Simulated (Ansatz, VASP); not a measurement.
## BAs in VASP and in Ansatz

The input INCAR:

```
ALGO     = Normal         # electronic algorithm
EDIFF    = 1E-6           # SCF threshold, eV
ENCUT    = 520            # plane-wave cutoff, eV
GGA      = PE             # functional
ISIF     = 2              # what is computed and relaxed
ISMEAR   = -1             # smearing method
LASPH    = True           # aspherical terms in the spheres
LCHARG   = True           # write CHGCAR
LELF     = True           # ELF
LREAL    = False          # projectors in reciprocal space
LVHAR    = True         
LWAVE    = False          # write WAVECAR
NBANDS   = 11             # bands
NELM     = 80             # most SCF steps
PREC     = Accurate       # precision mode
SIGMA    = 0.02           # smearing width, eV
```

File KPOINTS:

```
k-points
0
Gamma
  10 10 10
```

The input POSCAR:

```
BAs
1.0
    0.0000000000      2.4676898068      2.4676898068
    2.4676898068      0.0000000000      2.4676898068
    2.4676898068      2.4676898068      0.0000000000
B As
1 1
Direct
    0.0000000000      0.0000000000      0.0000000000
    0.2500000000      0.2500000000      0.2500000000
```

Input for Ansatz:

```yaml
crystal:
  lattice:
    - [0.0, 2.4676898068, 2.4676898068]
    - [2.4676898068, 0.0, 2.4676898068]
    - [2.4676898068, 2.4676898068, 0.0]
  atoms:
    - { symbol: B, position: [0.0, 0.0, 0.0] }
    - { symbol: As, position: [0.25, 0.25, 0.25] }
kpoints:
  mp_grid: { grid: [10, 10, 10] }
  band_path:
    path:
      - [0.0, 0.0, 0.0]
      - [-0.5, -0.5, 0.0]
      - [-0.375, -0.375, 0.25]
      - [-0.375, 0.0, 0.375]
      - [0.0, 0.0, 0.5]
      - [-0.5, -0.25, 0.25]
      - [0.0, 0.395833, 0.395833]
    npoints: 1
hamiltonian:
  xc: pbe
scf:
  occupations: { method: fermi_dirac, width: 0.02 }
  n_extra_bands: 4
output:
  forces: true
  stress: true
  eigenvalues: true
  write_density: true
  write_potential: true
  elf: true
  volumetric_format: npy
```

Change from the starting cell: hydrostatic strain +3.2%.

Alike in both runs: task single point; functional PBE; k mesh 10 × 10 × 10; occupations fermi-dirac, width 0.02 eV; no spin polarisation.

|  | VASP | Ansatz |
| --- | --- | --- |
| version | VASP 6.6.1 | Ansatz 0.2.0 |
| potentials or method | VASP PAW PBE potentials, release 64 (B, As) | plane waves, PAW |
| plane-wave cutoff (eV) | 520 | 420 |
| valence electrons in the cell | 8 | 18 |

|  | VASP | Ansatz | Ansatz less VASP |
| --- | --- | --- | --- |
| gap on the k mesh at the Fermi level (eV) | 1.27 | 1.28 | +0.006 |
| pressure (GPa) | -8.3 | -8.7 | -0.40 |

VASP's potentials hold 8 valence electrons a cell and Ansatz's 18, so a difference there can come from the potentials and not from the codes.
